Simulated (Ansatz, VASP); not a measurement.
Two plane-wave programs on TiSi2

The input INCAR:

```
PREC = Accurate ; ENCUT = 520
EDIFF = 1E-6 ; ISMEAR = 0
SIGMA = 0.15 ; LREAL = False
LASPH = True ; NELM = 100
ALGO = Normal ; ISIF = 2
LWAVE = False ; LCHARG = False
GGA = CA ; NBANDS = 17
```

Contents of KPOINTS:

```
Automatic mesh
0
Gamma
  18 18 18
```

File POSCAR:

```
TiSi2
1.0
   -1.4410529458      1.6701060708      4.1004087654
    1.4410529458     -1.6701060708      4.1004087654
    1.4410529458      1.6701060708     -4.1004087654
Ti Si
1 2
Direct
    0.0000000000      0.0000000000      0.0000000000
    0.3309289791      0.3309289791      0.0000000000
    0.6690710209      0.6690710209      0.0000000000
```

Input for Ansatz:

```yaml
crystal:
  lattice:
    - [-1.4410529458, 1.6701060708, 4.1004087654]
    - [1.4410529458, -1.6701060708, 4.1004087654]
    - [1.4410529458, 1.6701060708, -4.1004087654]
  atoms:
    - { symbol: Ti, position: [0.0, 0.0, 0.0] }
    - { symbol: Si, position: [0.3309289791, 0.3309289791, 0.0] }
    - { symbol: Si, position: [0.6690710209, 0.6690710209, 0.0] }
basis:
  ecutwfc: 520.0
kpoints:
  mp_grid: { grid: [18, 18, 18] }
hamiltonian:
  xc: lda
  pseudopotentials: { kind: paw, azcp: { folder: soft_1 } }
scf:
  occupations: { method: gaussian, width: 0.15 }
output:
  forces: true
  stress: true
  eigenvalues: true
  write_density: true
  write_potential: true
  elf: true
  volumetric_format: npy
```

Alike in both runs: task single point; functional LDA; k mesh 18 × 18 × 18; occupations gaussian, width 0.15 eV; no spin polarisation.

```csv
,VASP,Ansatz
version,VASP 6.6.1,Ansatz 0.2.0
potentials or method,"VASP PAW LDA potentials, release 64 (Ti_sv, Si), cutoff 520 eV","scalar-relativistic, plane waves, PAW"
valence electrons in the cell,20,20
```

```csv
,VASP,Ansatz,Ansatz less VASP
gap on the k mesh at the Fermi level (eV),none,none,-
pressure (GPa),4.7,4.4,-0.22
"traceless stress, the component that is largest in VASP (GPa)",-0.36,-0.32,+0.048
rms of the force components (eV/Å),0.016,0.015,-0.0016
```

Ansatz warns that its potentials were made for another functional, while VASP's fit it. LDA's correlation is that of Perdew and Zunger in VASP and of Perdew and Wang (1992) in Ansatz. Atom by atom the forces differ by 0.002 eV/Å (rms over components). A gap of «none» marks a metal or a gap that the smearing closes.
